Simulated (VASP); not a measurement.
# AlSi3: single point with PBE

The system is AlSi3.

```xyz
4
Lattice="-1.8862 1.8862 4.2133 1.8862 -1.8862 4.2133 1.8862 1.8862 -4.2133" Properties=species:S:1:pos:R:3 pbc="T T T"
Al    0.0000    0.0000    0.0000
Si    0.0000    0.0000    4.2133
Si    1.8862    0.0000    2.1067
Si    0.0000    1.8862    2.1067
```

| Quantity | Value |
| --- | --- |
| Program | VASP 6.6.1 |
| Task | single point |
| Functional | PBE |
| Potentials or basis | VASP PAW PBE potentials, release 64 (Al, Si) |
| Cutoff | 520 eV |
| k mesh | 6 × 6 × 6 |
| Occupations | gaussian, width 0.1 eV |
| Spin | no spin polarisation |
| Dipole correction | no |
| Further INCAR settings | ALGO = Normal; EDIFF = 1e-06; NBANDS = 16 |

```json
{
  "Pressure": "-0.3 GPa",
  "Band gap on the k mesh": "zero (an odd number of electrons rules out a gap without spin polarisation)"
}
```

Stress tensor (GPa, compression positive):
```
-1.36  0.00  0.00
 0.00 -1.36  0.00
 0.00  0.00  1.79
```

Levels at points of the mesh, in eV from the Fermi level:
| k point | band 4 | band 5 | band 6 | band 7 | band 8 | band 9 | band 10 | band 11 | band 12 | band 13 |
| --- | --- | --- | --- | --- | --- | --- | --- | --- | --- | --- |
| (0.00, 0.00, 0.00) | -2.84 | -2.84 | -2.38 | -1.99 | -1.99 | -0.84 | -0.37 | 0.10 | 5.11 | 5.11 |
| (0.50, 0.00, 0.00) | -6.36 | -1.84 | -1.19 | -0.43 | 0.23 | 0.97 | 1.27 | 1.95 | 2.96 | 3.96 |
| (0.50, 0.50, 0.00) | -6.61 | -6.24 | -5.90 | -1.24 | -0.77 | -0.56 | -0.18 | 6.88 | 7.92 | 8.74 |
| (0.50, 0.50, 0.50) | -4.34 | -3.68 | -2.26 | 2.46 | 2.46 | 2.96 | 3.17 | 3.70 | 4.30 | 4.30 |

Run time: 32 s on 1 thread of Intel(R) Xeon(R) Platinum 8259CL CPU @ 2.50GHz (Skylake/Cascade Lake), with other jobs on the host, peak memory 0.23 GiB.
